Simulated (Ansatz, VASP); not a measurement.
**Two plane-wave programs on AlAs**

File INCAR:

```
PREC     = Accurate       # precision mode
ENCUT    = 500            # plane-wave cutoff, eV
EDIFF    = 1E-7           # SCF threshold, eV
ISMEAR   = 0              # smearing method
SIGMA    = 0.02           # smearing width, eV
LREAL    = F              # projectors in reciprocal space
LASPH    = T              # aspherical terms in the spheres
NELM     = 120            # most SCF steps
ALGO     = Normal         # electronic algorithm
ISIF     = 3              # what is computed and relaxed
LWAVE    = F              # write WAVECAR
LCHARG   = F              # write CHGCAR
IBRION   = 2              # ionic algorithm
NSW      = 70             # ionic steps
EDIFFG   = -0.005         # ionic threshold
GGA_COMPAT= F            
NELMIN   = 4
```

Contents of KPOINTS:

```
Automatic mesh
0
Gamma
  8 8 8
```

The input POSCAR:

```
AlAs
1.0
    0.0000000000      2.8638066096      2.8638066096
    2.8638066096      0.0000000000      2.8638066096
    2.8638066096      2.8638066096      0.0000000000
Al As
1 1
Direct
    0.0000000000      0.0000000000      0.0000000000
    0.2500000000      0.2500000000      0.2500000000
```

Input for Ansatz:

```yaml
crystal:
  lattice:
    - [0.0, 2.8638066096, 2.8638066096]
    - [2.8638066096, 0.0, 2.8638066096]
    - [2.8638066096, 2.8638066096, 0.0]
  atoms:
    - { symbol: Al, position: [0.0, 0.0, 0.0] }
    - { symbol: As, position: [0.25, 0.25, 0.25] }
basis:
  ecutwfc: 420
kpoints:
  mp_grid: { grid: [8, 8, 8] }
hamiltonian:
  xc: lda
scf:
  occupations: { method: gaussian, width: 0.02 }
output:
  forces: true
  stress: true
  eigenvalues: true
  write_density: true
  write_potential: true
  elf: true
  volumetric_format: npy
relax:
  adjacent_minimum: "off"
  f_tol: 0.005
  max_steps: 50
  cell: { stress_tol: 0.05 }
```

Alike in both runs: task relaxation of cell and atoms; functional LDA; k mesh 8 × 8 × 8; occupations gaussian, width 0.02 eV; no spin polarisation.

|  | VASP | Ansatz |
| --- | --- | --- |
| version | VASP 6.6.1 | Ansatz 0.2.0 |
| potentials or method | VASP PAW LDA potentials, release 64 (Al, As), cutoff 500 eV | scalar-relativistic, plane waves, PAW |
| valence electrons in the cell | 8 | 18 |

```tsv
	VASP	Ansatz	Ansatz less VASP
gap on the k mesh at the Fermi level, each at its own relaxed structure (eV)	1.32	1.32	+0.005
relaxed volume (Å³/atom)	22.40	22.29	-0.109
relaxed cell length with the largest relative difference (Å)	3.986	3.980	-0.0065
```

LDA's correlation is that of Perdew and Zunger in VASP and of Perdew and Wang (1992) in Ansatz. VASP's potentials hold 8 valence electrons a cell and Ansatz's 18, so a difference there can come from the potentials and not from the codes.
